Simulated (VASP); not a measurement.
Na2H:

```
Na H
1.0
     2.10264   -3.64188    0.00000
     2.10264    3.64188    0.00000
     0.00000    0.00000    2.15822
Na H
2 1
Direct
  0.00000 0.50000 0.00000
  0.50000 0.00000 0.00000
  0.50000 0.50000 0.00000
```

The cell was built from a structure type or drawn by symmetry, and may not be a known phase.

| Property | Result |
| --- | --- |
| Program | VASP 6.6.1 |
| Task | relaxation of cell and atoms |
| Functional | PBE |
| Potentials or basis | VASP PAW PBE potentials, release 64 (Na_sv, H) |
| Cutoff | 970 eV |
| k mesh | 6 × 6 × 8 |
| Occupations | gaussian, width 0.1 eV |
| Spin | no spin polarisation |

At the start: pressure 39.6 GPa; volume 11.02 Å³/atom.

Question: Where does the relaxation end?

Answer: Over 11 steps the energy falls by 1282.9 meV/atom and the volume is 16.79 Å³/atom (+52.4 %); space group Cmmm (No. 65, to 0.1 Å) before and after.

Step by step:
| step | energy change (eV) | largest force (eV/Å) | pressure (GPa) | volume (Å³) |
| --- | --- | --- | --- | --- |
| 1 | 0.0000 | 0.0000 | 39.57 | 33.05 |
| 2 | -3.3968 | 0.0000 | 9.19 | 47.09 |
| 3 | -3.7585 | 0.0000 | -5.42 | 55.77 |
| 4 | -3.7883 | 0.0000 | -0.60 | 53.24 |
| 5 | -3.7924 | 0.0000 | -1.62 | 53.81 |
| 6 | -3.7913 | 0.0000 | -2.47 | 54.26 |
| 7 | -3.8286 | 0.0000 | -1.75 | 52.71 |
| 8 | -3.8468 | 0.0000 | -0.90 | 51.12 |
| 9 | -3.8478 | 0.0000 | -0.65 | 50.66 |
| 10 | -3.8474 | 0.0000 | 0.75 | 50.01 |
| 11 | -3.8488 | 0.0000 | 0.01 | 50.36 |

Final structure:
```xyz
3
Lattice="2.7877 -3.2513 0.0000 2.7877 3.2513 0.0000 0.0000 0.0000 2.7781" Properties=species:S:1:pos:R:3 pbc="T T T"
Na    1.3939    1.6256    0.0000
Na    1.3939   -1.6256    0.0000
H     2.7877    0.0000    0.0000
```

Caveat: the k points lie up to 0.28 Å⁻¹ apart in the final cell, too coarse for converged energies and pressures of a metal; the volume moved by over 15 % at a fixed basis, so the end points are rough.
